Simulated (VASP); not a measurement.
A run of VASP 6.6.1 is set up as follows.

File INCAR:

```
PREC     = Accurate       # precision mode
ENCUT    = 520            # plane-wave cutoff, eV
EDIFF    = 1E-6           # SCF threshold, eV
ISMEAR   = -1             # smearing method
SIGMA    = 0.05           # smearing width, eV
LREAL    = False          # projectors in reciprocal space
LASPH    = True           # aspherical terms in the spheres
NELM     = 100            # most SCF steps
ALGO     = Normal         # electronic algorithm
ISIF     = 2              # what is computed and relaxed
LWAVE    = False          # write WAVECAR
LCHARG   = False          # write CHGCAR
GGA      = PE             # functional
NBANDS   = 19             # bands
```

File KPOINTS:

```
Automatic mesh
0
Gamma
  8 8 8
```

POSCAR

```
Hg
1.0
    0.0000000000      3.3303445432      3.3303445432
    3.3303445432      0.0000000000      3.3303445432
    3.3303445432      3.3303445432      0.0000000000
Hg
2
Direct
   -0.1250000000     -0.1250000000     -0.1250000000
    0.1250000000      0.1250000000      0.1250000000
```

Potentials or basis: VASP PAW PBE potentials, release 64 (Hg).

The run is started by

```bash
$ cat potpaw_PBE.64/Hg/POTCAR > POTCAR
$ mpirun -np 1 vasp_std > vasp.out
```

Q: What does it give for the pressure?

A: 2.1 GPa.

Q: Estimate the band gap on the k mesh.

A: Zero (bands 12 and 13 overlap by 2.93 eV).

Caveat: spin-orbit coupling is left out, which moves the levels of the heavy elements.
